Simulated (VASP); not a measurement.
# VSi2 (P6_222) in VASP: single point with r2SCAN

Aim: the single point of VSi2 with r2SCAN.

Everything below comes from runs of VASP 6.6.1. Logs are shortened: lines on timing, memory, paths and dates and some standing lists are left out, and cuts for length are marked.

## 1. The cell of the first run

The structure is hexagonal, space group P6_222 (No. 180). Conventional cell: a = 4.530 Å, b = 4.530 Å, c = 6.325 Å, α = 90.00°, β = 90.00°, γ = 120.00°. V (site symmetry 222) has 10 Si at 2.49 to 2.65 Å and 4 V at 3.09 Å within 3.3 Å. Si (site symmetry 2) has 9 Si at 2.46 to 3.14 Å and 5 V at 2.49 to 2.65 Å within 3.3 Å.

## 2. Single point, r2SCAN

File POSCAR:

```
VSi2
1.0
    4.5301168735      0.0000000000      0.0000000000
   -2.2650584368      3.9231962946      0.0000000000
    0.0000000000      0.0000000000      6.3248731725
V Si
3 6
Direct
    0.0000000000      0.5000000000      0.1666666667
    0.5000000000      0.5000000000      0.8333333333
    0.5000000000      0.0000000000      0.5000000000
    0.8373996991      0.6747993981      0.5000000000
    0.1626003009      0.8373996991      0.8333333333
    0.6747993981      0.8373996991      0.1666666667
    0.1626003009      0.3252006019      0.5000000000
    0.8373996991      0.1626003009      0.8333333333
    0.3252006019      0.1626003009      0.1666666667
```

File INCAR.step1:

```
SYSTEM = VSi2
PREC     = Accurate       ! precision mode
ENCUT    = 520            ! plane-wave cutoff, eV
ISMEAR   = 0              ! smearing method
SIGMA    = 0.1            ! smearing width, eV
LREAL    = .False.        ! projectors in reciprocal space
LASPH    = .True.         ! aspherical terms in the spheres
NELM     = 100            ! most SCF steps
NBANDS   = 42             ! bands
GGA      = PE             ! functional
ALGO     = Normal         ! electronic algorithm
EDIFF    = 1E-4           ! SCF threshold, eV
LWAVE    = .True.         ! write WAVECAR
LCHARG   = .False.        ! write CHGCAR
```

File INCAR.step2:

```
SYSTEM = VSi2
PREC     = Accurate       ! precision mode
ENCUT    = 520            ! plane-wave cutoff, eV
EDIFF    = 1E-6           ! SCF threshold, eV
ISMEAR   = 0              ! smearing method
SIGMA    = 0.1            ! smearing width, eV
LREAL    = .False.        ! projectors in reciprocal space
LASPH    = .True.         ! aspherical terms in the spheres
NELM     = 100            ! most SCF steps
ALGO     = Normal         ! electronic algorithm
ISIF     = 2              ! what is computed and relaxed
LWAVE    = .False.        ! write WAVECAR
LCHARG   = .True.         ! write CHGCAR
METAGGA  = R2SCAN         ! meta-GGA
LMIXTAU  = .True.       
LELF     = .True.         ! ELF
LVHAR    = .True.       
NBANDS   = 42             ! bands
ISTART   = 1
```

File KPOINTS:

```
Automatic mesh
0
Gamma
  9 9 6
  0 0 0
```

Potentials or basis: VASP PAW PBE potentials, release 64 (V_sv, Si).

Command:

```
cat potpaw_PBE.64/V_sv/POTCAR potpaw_PBE.64/Si/POTCAR > POTCAR
cp INCAR.step1 INCAR
mpirun -np 1 vasp_std > vasp.out
cp INCAR.step2 INCAR
mpirun -np 1 vasp_std > vasp.out
```

OUTCAR:

```text
SYSTEM = VSi2
   PREC = Accurate
   ENCUT = 520
   EDIFF = 1E-6
   ISMEAR = 0
   LREAL = .False.
   LASPH = .True.
   NELM = 100
   ISIF = 2
   METAGGA = R2SCAN
   ISTART = 1

 ion  position               nearest neighbor table
   1  0.000  0.500  0.167-   4 2.49   7 2.49   5 2.49   8 2.49   9 2.60   6 2.60   9 2.60   6 2.60
                             6 2.65   9 2.65
   2  0.500  0.500  0.833-   4 2.49   7 2.49   6 2.49   9 2.49   5 2.60   8 2.60   5 2.60   8 2.60
                             8 2.65   5 2.65
   3  0.500  0.000  0.500-   6 2.49   9 2.49   8 2.49   5 2.49   7 2.60   4 2.60   7 2.60   4 2.60
                             7 2.65   4 2.65
   4  0.837  0.675  0.500-   5 2.46   6 2.46   1 2.49   2 2.49   7 2.55   3 2.60   3 2.60   3 2.65
                             7 2.65   7 2.65   9 3.05   8 3.05   9 3.14   8 3.14
   5  0.163  0.837  0.833-   4 2.46   9 2.46   3 2.49   1 2.49   8 2.55   2 2.60   2 2.60   2 2.65
                             8 2.65   8 2.65   7 3.05   6 3.05   7 3.14   6 3.14
   6  0.675  0.837  0.167-   4 2.46   8 2.46   3 2.49   2 2.49   9 2.55   1 2.60   1 2.60   1 2.65
                             9 2.65   9 2.65   7 3.05   5 3.05   7 3.14   5 3.14
   7  0.163  0.325  0.500-   8 2.46   9 2.46   1 2.49   2 2.49   4 2.55   3 2.60   3 2.60   3 2.65
                             4 2.65   4 2.65   6 3.05   5 3.05   6 3.14   5 3.14
   8  0.837  0.163  0.833-   7 2.46   6 2.46   3 2.49   1 2.49   5 2.55   2 2.60   2 2.60   2 2.65
                             5 2.65   5 2.65   4 3.05   9 3.05   4 3.14   9 3.14
   9  0.325  0.163  0.167-   7 2.46   5 2.46   3 2.49   2 2.49   6 2.55   1 2.60   1 2.60   1 2.65
                             6 2.65   6 2.65   4 3.05   8 3.05   4 3.14   8 3.14

  LATTYP: Found a hexagonal cell.
 ALAT       =     4.5301168735
 C/A-ratio  =     1.3961832220

  Lattice vectors:

 A1 = (   4.5301168735,   0.0000000000,   0.0000000000)
 A2 = (  -2.2650584368,   3.9231962946,   0.0000000000)
 A3 = (   0.0000000000,   0.0000000000,   6.3248731725)

Analysis of symmetry for initial positions (statically):
=====================================================================
 Subroutine PRICEL returns:
 Original cell was already a primitive cell.

 Routine SETGRP: Setting up the symmetry group for a
 hexagonal supercell.

 Subroutine GETGRP returns: Found 12 space group operations
 (whereof  4 operations were pure point group operations)
 out of a pool of 24 trial point group operations.

The static configuration has the point symmetry D_2 .
 The point group associated with its full space group is D_6 .

Analysis of symmetry for dynamics (positions and initial velocities):
=====================================================================
 Subroutine PRICEL returns:
 Original cell was already a primitive cell.

 Routine SETGRP: Setting up the symmetry group for a
 hexagonal supercell.

 Subroutine GETGRP returns: Found 12 space group operations
 (whereof  4 operations were pure point group operations)
 out of a pool of 24 trial point group operations.

The dynamic configuration has the point symmetry D_2 .
 The point group associated with its full space group is D_6 .

 Subroutine INISYM returns: Found 12 space group operations
 (whereof  4 operations are pure point group operations),
 and found     1 'primitive' translations

----------------------------------------------------------------------------------------

                                     Primitive cell

  volume of cell :     112.4090

  direct lattice vectors                    reciprocal lattice vectors
     4.530116873  0.000000000  0.000000000     0.220744857  0.127447102  0.000000000
    -2.265058437  3.923196295  0.000000000     0.000000000  0.254894205  0.000000000
     0.000000000  0.000000000  6.324873173     0.000000000  0.000000000  0.158105937

  length of vectors
     4.530116873  4.530116874  6.324873173     0.254894205  0.254894205  0.158105937

  position of ions in fractional coordinates (direct lattice)
     1.000000000  0.500000000  0.166666667
     0.500000000  0.500000000  0.833333333
     0.500000000  0.000000000  0.500000000
     0.837399699  0.674799398  0.500000000
     0.162600301  0.837399699  0.833333333
     0.674799398  0.837399699  0.166666667
     0.162600301  0.325200602  0.500000000
     0.837399699  0.162600301  0.833333333
     0.325200602  0.162600301  0.166666667

  ion indices of the primitive-cell ions
   primitive index   ion index
                 1           1
                 2           2
                 3           3
                 4           4
                 5           5
                 6           6
                 7           7
                 8           8
                 9           9

----------------------------------------------------------------------------------------

 KPOINTS: Automatic mesh

Automatic generation of k-mesh.
 Grid dimensions read from file:
 generate k-points for:    9    9    6

 Generating k-lattice:

  Cartesian coordinates                     Fractional coordinates (reciprocal lattice)
     0.024527206  0.014160789  0.000000000     0.111111111  0.000000000  0.000000000
     0.000000000  0.028321578  0.000000000     0.000000000  0.111111111  0.000000000
     0.000000000  0.000000000  0.026350990     0.000000000  0.000000000  0.166666667

  Length of vectors
     0.028321578  0.028321578  0.026350990

  Shift w.r.t. Gamma in fractional coordinates (k-lattice)
     0.000000000  0.000000000  0.000000000

 Subroutine IBZKPT returns following result:
 ===========================================

 Found     48 irreducible k-points:

 Following reciprocal coordinates:
            Coordinates               Weight
  0.000000  0.000000  0.000000      1.000000
  0.111111 -0.000000  0.000000      6.000000
  0.222222 -0.000000  0.000000      6.000000
  0.333333 -0.000000  0.000000      6.000000
  0.444444 -0.000000  0.000000      6.000000
  0.111111  0.111111  0.000000      6.000000
[... 16 lines left out ...]
  0.333333  0.222222  0.166667     24.000000
  0.333333  0.333333  0.166667      4.000000
 [... further k-points ...]
   k-points           NKPTS =     48   k-points in BZ     NKDIM =     48   number of bands    NBANDS=     42
   number of dos      NEDOS =    301   number of ions     NIONS =      9
   total plane-waves  NPLWV =  62208
   dimension x,y,z NGX =    36 NGY =   36 NGZ =   48
   dimension x,y,z NGXF=    72 NGYF=   72 NGZF=   96
   ions per type =               3   6
   NGX,Y,Z   is equivalent  to a cutoff of  13.21, 13.21, 12.62 a.u.
   NGXF,Y,Z  is equivalent  to a cutoff of  26.42, 26.42, 25.23 a.u.
 SYSTEM =  VSi2
   PREC   = accura    normal or accurate (medium, high low for compatibility)
   ISTART =      1    job   : 0-new  1-cont  2-samecut
   ICHARG =      0    charge: 1-file 2-atom 10-const
   ISPIN  =      1    spin polarized calculation?
   LNONCOLLINEAR =      F non collinear calculations
   LSORBIT =      F    spin-orbit coupling
   LASPH  =      T    aspherical Exc in radial PAW
   ENCUT  =  520.0 eV  38.22 Ry    6.18 a.u.   8.42  8.42 11.76*2*pi/ulx,y,z
   NELM   =    100;   NELMIN=  2; NELMDL=  0     # of ELM steps
   EDIFF  = 0.1E-05   stopping-criterion for ELM
   LREAL  =      F    real-space projection
   EDIFFG = 0.1E-04   stopping-criterion for IOM
   NSW    =      0    number of steps for IOM
   IBRION =     -1    ionic relax: 0-MD 1-quasi-New 2-CG
   NFREE  =      0    steps in history (QN), initial steepest desc. (CG)
   ISIF   =      2    stress and relaxation
   ISYM   =      2    0-nonsym 1-usesym 2-fastsym
   POTIM  = 0.5000    time-step for ionic-motion
   TEBEG  =    0.0;   TEEND  =   0.0 temperature during run
   PSTRESS=    0.0 pullay stress
   NELECT =      63.0000    total number of electrons
   NUPDOWN=      -1.0000    fix difference up-down
   EMIN   =  10.00;   EMAX   =-10.00  energy-range for DOS
   EFERMI =   0.00;   METHOD = LEGACY
   ISMEAR =     0;   SIGMA  =   0.10  broadening in eV -4-tet -1-fermi 0-gaus
   EFERMI_NEDOS =   21; number of points for ismear=-14 and -15
   IALGO  =     38    algorithm
   IMIX   =      4    mixing-type and parameters
     AMIX     =   0.40;   BMIX     =  1.00
     AMIX_MAG =   1.60;   BMIX_MAG =  1.00
  volume/ion in A,a.u.               =      12.49        84.29
  Fermi-wavevector in a.u.,A,eV,Ry     =   1.349754  2.550665 24.787578  1.821836
  Thomas-Fermi vector in A             =   2.477315
   LORBIT       =      0    0 simple, 1 ext, 2 COOP (PROOUT), +10 PAW based schemes
   METAGGA = R2SCAN    functional components
   LHFCALC =     F    Hartree Fock is set to
   AEXX    =    0.0000 exact exchange contribution
   IVDW    =     0    specifies the selected vdW correction
   LEPSILON=     F    determine dielectric tensor
   LRPA    =     F    only Hartree local field effects (RPA)
 non-spin polarized calculation
 Gauss-broadening in eV      SIGMA  =   0.10
  energy-cutoff  :      520.00
  volume of cell :      112.41
 maximum number of plane-waves:      3077
 NGX is ok and might be reduce to    36
   NGX = 17   NGY = 17   NGZ = 23

 number of electron      63.0000018 magnetization

 Free energy of the ion-electron system (eV)
  ---------------------------------------------------
  ext. energy  EPLUGINS =         0.00000000
  ---------------------------------------------------
  free energy    TOTEN  =       -99.15563513 eV

  energy without entropy =      -99.12479960  energy(sigma->0) =      -99.14021737

 E-fermi :  11.5586     XC(G=0): -13.2091

 val. band max:       11.5493555913   @ k =   0.3333  -0.0000   0.0000
 cond. band min:      11.5640587262   @ k =   0.3333   0.3333   0.3333
 fundamental gap:      0.0147031349
 Fermi energy:        11.5586001117

 k-point     1 :       0.0000    0.0000    0.0000
  band No.  band energies     occupation
      1     -55.0109      2.00000
      2     -54.9930      2.00000
      3     -54.9930      2.00000
      4     -27.8640      2.00000
      5     -27.8640      2.00000
      6     -27.8426      2.00000
[... 34 lines left out ...]
     41      14.8542      0.00000
     42      15.1338      0.00000

 k-point     2 :       0.1111   -0.0000    0.0000
  band No.  band energies     occupation
      1     -55.0104      2.00000
      2     -54.9934      2.00000
      3     -54.9929      2.00000
      4     -27.8690      2.00000
      5     -27.8641      2.00000
      6     -27.8376      2.00000
[... 34 lines left out ...]
     41      14.9354      0.00000
     42      15.1504      0.00000

 k-point     3 :       0.2222   -0.0000    0.0000
  band No.  band energies     occupation
      1     -55.0090      2.00000
      2     -54.9947      2.00000
      3     -54.9929      2.00000
      4     -27.8772      2.00000
      5     -27.8642      2.00000
      6     -27.8294      2.00000
[... 897 lines left out ...]
      4     -27.8859      2.00000
      5     -27.8637      2.00000
      6     -27.8367      2.00000
[... 34 lines left out ...]
     41      15.2279      0.00000
     42      15.6033      0.00000

 k-point    24 :       0.3333    0.3333    0.1667
  band No.  band energies     occupation
      1     -55.0033      2.00000
      2     -54.9998      2.00000
      3     -54.9933      2.00000
      4     -27.8866      2.00000
      5     -27.8615      2.00000
      6     -27.8415      2.00000
[... 34 lines left out ...]
     41      15.0873      0.00000
     42      15.5902      0.00000

 [... further k-points ...]
[... 5 lines left out ...]
  --------------------------------------------------------------------------------------
  -------------------------------------------------------------------------------------
  Total        0.1980835      0.1980835      0.1352452     -0.0000000      0.0000000      0.0000000
  in kB        2.8233032      2.8233032      1.9276626     -0.0000000      0.0000000      0.0000000
  external PRESSURE =       2.5247563 kB  Pullay stress =       0.0000000 kB

 VOLUME and BASIS-vectors are now :
 -----------------------------------------------------------------------------
  energy-cutoff  :      520.00
  volume of cell :      112.41
      direct lattice vectors                 reciprocal lattice vectors
     4.530116873  0.000000000  0.000000000     0.220744857  0.127447102  0.000000000
    -2.265058437  3.923196295  0.000000000     0.000000000  0.254894205  0.000000000
     0.000000000  0.000000000  6.324873173     0.000000000  0.000000000  0.158105937

 POSITION                                       TOTAL-FORCE (eV/Angst)
 -----------------------------------------------------------------------------------
     -1.13253      1.96160      1.05415        -0.000000     -0.000000     -0.000000
      1.13253      1.96160      5.27073         0.000000     -0.000000      0.000000
      2.26506      0.00000      3.16244        -0.000000     -0.000000     -0.000000
      2.26506      2.64737      3.16244        -0.000000      0.009265      0.000000
     -1.16016      3.28528      5.27073        -0.008024      0.004633     -0.000000
      1.16016      3.28528      1.05415         0.008024      0.004633     -0.000000
     -0.00000      1.27583      3.16244         0.000000     -0.009265      0.000000
      3.42522      0.63791      5.27073         0.008024     -0.004633      0.000000
      1.10490      0.63791      1.05415        -0.008024     -0.004633     -0.000000
 -----------------------------------------------------------------------------------
    total drift:                               -0.000000      0.000000      0.000001

  FREE ENERGIE OF THE ION-ELECTRON SYSTEM (eV)
  ---------------------------------------------------
  free  energy   TOTEN  =       -99.1556351316 eV

  energy  without entropy=      -99.1247996037  energy(sigma->0) =      -99.14021737
```

It took 10 min on 1 thread of Intel Xeon Platinum 8259CL at 2.50GHz (Skylake/Cascade Lake), shared host; peak memory 0.36 GiB.

Results:

* Free energy: -99.1556 eV
* Pressure: 0.3 GPa
* Largest force: 0.009 eV/Å
* Band gap on the k mesh: zero (an odd number of electrons rules out a gap without spin polarisation)

Forces in eV/Å, atoms in the order of the input:
```
V    0.000  0.000  0.000
V    0.000  0.000  0.000
V    0.000  0.000  0.000
Si   0.000  0.009  0.000
Si  -0.008  0.005  0.000
Si   0.008  0.005  0.000
Si   0.000 -0.009  0.000
Si   0.008 -0.005  0.000
Si  -0.008 -0.005  0.000
```

Caveat: the PAW data sets were made with another functional, which shifts forces and pressure a little.
